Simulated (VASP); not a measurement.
Write the native input for VASP 6.6.1 that does the following.

* Task: relaxation of cell and atoms
* Functional: PBE
* Potentials or basis: VASP PAW PBE potentials, release 64 (Hf_pv, Pd, Se)
* Cutoff: 600 eV
* k mesh: 6 × 6 × 2
* Occupations: gaussian, width 0.1 eV
* Spin: no spin polarisation
* Dipole correction: no
* Further INCAR settings: ALGO = Normal; EDIFF = 1e-07; IBRION = 2; EDIFFG = -0.04; NSW = 90; ISIF = 3

The structure of HfPdSe4 lies in POSCAR:

```
HfPdSe4
1.0
    3.5686487100      0.0000000000      0.0000000000
   -1.7843243600      3.0905404400      0.0000000000
    0.0000000000      0.0000000000     13.4986046900
Hf Pd Se
1 1 4
Direct
    0.0000000000      0.0000000000      0.0000000000
    0.0000000000      0.0000000000      0.5000000000
    0.6666666700      0.3333333300      0.8719140300
    0.6666666700      0.3333333300      0.3771010000
    0.3333333300      0.6666666700      0.6228990000
    0.3333333300      0.6666666700      0.1280859700
```

The cell was generated, and may not be a known phase.

These files were run (other wordings do the same):

INCAR

```
PREC = Accurate
ENCUT = 600
EDIFF = 1E-7
ISMEAR = 0
SIGMA = 0.1
LREAL = F
LASPH = T
NELM = 60
ALGO = Normal
ISIF = 3
LWAVE = F
LCHARG = F
GGA = PE
IBRION = 2
NSW = 90
EDIFFG = -0.04
```

KPOINTS

```
regular mesh
0
Gamma
  6 6 2
```

Potentials or basis: VASP PAW PBE potentials, release 64 (Hf_pv, Pd, Se).

Command:

```bash
$ cat potpaw_PBE.64/Hf_pv/POTCAR potpaw_PBE.64/Pd/POTCAR potpaw_PBE.64/Se/POTCAR > POTCAR
$ mpirun -np 1 vasp_std > vasp.out
```

It gave:

The relaxed volume is 26.73 Å³/atom, the relaxed cell is a = 3.762 Å, b = 3.762 Å, c = 13.082 Å, α = 90.00°, β = 90.00°, γ = 120.00° and the space group after relaxing (to 0.1 Å) is P-3m1 (No. 164). The energy gained by relaxing is 139.9 meV/atom. The ionic steps are 32 and the pressure after relaxing is 0.0 GPa. The largest force after relaxing is 0.026 eV/Å. The band gap on the k mesh is 0.53 eV (least direct gap 0.96 eV).

Caveat: spin-orbit coupling is left out, which moves the levels of the heavy elements; this functional lacks dispersion, which binds layers or chains, so the pressure and a relaxed spacing across them are unreliable.

It took 15 min on 1 thread of Intel(R) Xeon(R) 6975P-C (Granite Rapids), on a shared host, peak memory 0.36 GiB.
